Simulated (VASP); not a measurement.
Input of a VASP 6.6.1 run:

The input INCAR:

```
ALGO = Normal
EDIFF = 1E-7
EDIFFG = -0.01
ENCUT = 500
GGA = PE
GGA_COMPAT = False
IBRION = 2
ISIF = 3
ISMEAR = -1
LASPH = True
LCHARG = False
LREAL = False
LWAVE = False
NELM = 120
NELMIN = 4
NSW = 100
PREC = Accurate
SIGMA = 0.1
```

File KPOINTS:

```
k-points
0
Gamma
  12 12 10
```

POSCAR

```
BIr3Pd
1.0
    4.9365220926      0.0000000000      0.0000000000
   -2.4682610463      4.2751535385      0.0000000000
    0.0000000000      0.0000000000      4.0980202929
B Pd Ir
1 1 3
Direct
    0.0000000000      0.0000000000      0.5000000000
    0.0000000000      0.0000000000      0.0000000000
    0.5000000000      0.0000000000      0.5000000000
    0.0000000000      0.5000000000      0.5000000000
    0.5000000000      0.5000000000      0.5000000000
```

Potentials or basis: VASP PAW PBE potentials, release 64 (B, Pd, Ir).

Command:

```console
$ cat potpaw_PBE.64/B/POTCAR potpaw_PBE.64/Pd/POTCAR potpaw_PBE.64/Ir/POTCAR > POTCAR
$ mpirun -np 1 vasp_std > vasp.out
```

Task: What does it give for the band gap on the k mesh?

Result: Zero (bands 20 and 21 overlap by 1.36 eV).

Task: Estimate the relaxed cell.

Result: a = 4.938 Å, b = 4.938 Å, c = 4.098 Å, α = 90.00°, β = 90.00°, γ = 120.00°.

Task: Predict the relaxed volume.

Result: 17.31 Å³/atom.

Task: Predict the space group after relaxing (to 0.1 Å).

Result: P6/mmm (No. 191).

Final structure:
```
B Pd Ir
1.0
     4.93824    0.00000    0.00000
    -2.46912    4.27664    0.00000
     0.00000    0.00000    4.09829
B Pd Ir
1 1 3
Direct
  0.00000 0.00000 0.50000
  0.00000 0.00000 0.00000
  0.50000 0.00000 0.50000
  0.00000 0.50000 0.50000
  0.50000 0.50000 0.50000
```

Caveat: spin-orbit coupling is left out, which moves the levels of the heavy elements.
